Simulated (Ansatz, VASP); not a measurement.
This is a calculation of Sn for Ansatz 0.2.0.

File input.yaml:

```yaml
crystal:
  lattice:
    - [-2.9107390507, 2.9107390507, 1.5993019889]
    - [2.9107390507, -2.9107390507, 1.5993019889]
    - [2.9695418599, 2.9695418599, -1.5993019889]
  atoms:
    - { symbol: Sn, position: [0.0, 0.0, 0.0] }
    - { symbol: Sn, position: [0.75, 0.25, 0.5] }
hamiltonian:
  xc: pbe
  pseudopotentials: { kind: paw }
kpoints:
  mp_grid: { grid: [8, 8, 8] }
scf:
  occupations: { method: fermi_dirac, width: 0.05 }
output:
  forces: true
  stress: true
  eigenvalues: true
```

Potentials or basis: Ansatz PAW.

The run is started by

```sh
$ ansatz run input.yaml --threads 2 --pin off --max-ram 5632MiB --backend cpu --events-out ev --progress --plain --runs-dir out
```

Task: Set up the same calculation for VASP 6.6.1. Potentials there: VASP PAW PBE potentials, release 64 (Sn_d).

Result: As run (the cutoff follows the program's own potentials):

INCAR

```
  PREC = Accurate
  ENCUT = 520
  EDIFF = 1E-6
  ISMEAR = -1
  SIGMA = 0.05
  LREAL = False
  LASPH = True
  NELM = 80
  ALGO = Fast
  ISIF = 2
  LWAVE = False
  LCHARG = False
  GGA = PE
  NBANDS = 21
```

File KPOINTS:

```
regular mesh
0
Gamma
  8 8 8
```

File POSCAR:

```
Sn
1.0
   -2.9107390507      2.9107390507      1.5993019889
    2.9107390507     -2.9107390507      1.5993019889
    2.9695418599      2.9695418599     -1.5993019889
Sn
2
Direct
    0.0000000000      0.0000000000      0.0000000000
    0.7500000000      0.2500000000      0.5000000000
```

Potentials or basis: VASP PAW PBE potentials, release 64 (Sn_d).

Run with:

```bash
$ cat potpaw_PBE.64/Sn_d/POTCAR > POTCAR
$ mpirun -np 1 vasp_std > vasp.out
```

Both were run:

|  | VASP | Ansatz | Ansatz less VASP |
| --- | --- | --- | --- |
| gap on the k mesh at the Fermi level (eV) | none | none | - |
| pressure (GPa) | 1.4 | 1.5 | +0.06 |
| traceless stress, the component that is largest in VASP (GPa) | 0.84 | 0.85 | +0.005 |

A gap of «none» marks a metal or a gap that the smearing closes. The functional is the same, so the differences come from potentials, cutoffs and numerics.
